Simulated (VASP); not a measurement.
Input of a VASP 6.6.1 run:

Contents of INCAR:

```
SYSTEM = HfO2
ALGO = Normal
EDIFF = 1E-6
EDIFFG = -0.01
ENCUT = 600
GGA = PE
IBRION = 2
ISIF = 3
ISMEAR = 0
IVDW = 12
LASPH = .True.
LCHARG = .False.
LREAL = .False.
LWAVE = .False.
NELM = 100
NSW = 80
PREC = Accurate
SIGMA = 0.02
```

File KPOINTS:

```
k-points
0
Gamma
  12 12 6
  0 0 0
```

POSCAR

```
HfO2
1.0
    3.2401081350      0.0000000000      0.0000000000
   -1.6200540675      2.8060159559      0.0000000000
    0.0000000000      0.0000000000      4.6681540886
Hf O
1 2
Direct
    0.0000000000      0.0000000000      0.0000000000
    0.6666666667      0.3333333333      0.7917909293
    0.3333333333      0.6666666667      0.2082090707
```

Potentials or basis: VASP PAW PBE potentials, release 64 (Hf_pv, O).

Run with:

```sh
$ cat potpaw_PBE.64/Hf_pv/POTCAR potpaw_PBE.64/O/POTCAR > POTCAR
$ mpirun -np 1 vasp_std > vasp.out
```

Question: Predict the dispersion energy per atom.

Answer: -0.186 eV.

Question: What does it give for the relaxed cell?

Answer: a = 3.226 Å, b = 3.226 Å, c = 4.615 Å, α = 90.00°, β = 90.00°, γ = 120.00°.

Final structure:
```yaml
crystal:
  lattice:
    - [3.22574, 0.00000, 0.00000]
    - [-1.61287, 2.79357, 0.00000]
    - [0.00000, 0.00000, 4.61503]
  atoms:
    - { symbol: Hf, position: [0.00000, 0.00000, 0.00000] }
    - { symbol: O, position: [0.66667, 0.33333, 0.79071] }
    - { symbol: O, position: [0.33333, 0.66667, 0.20929] }
```
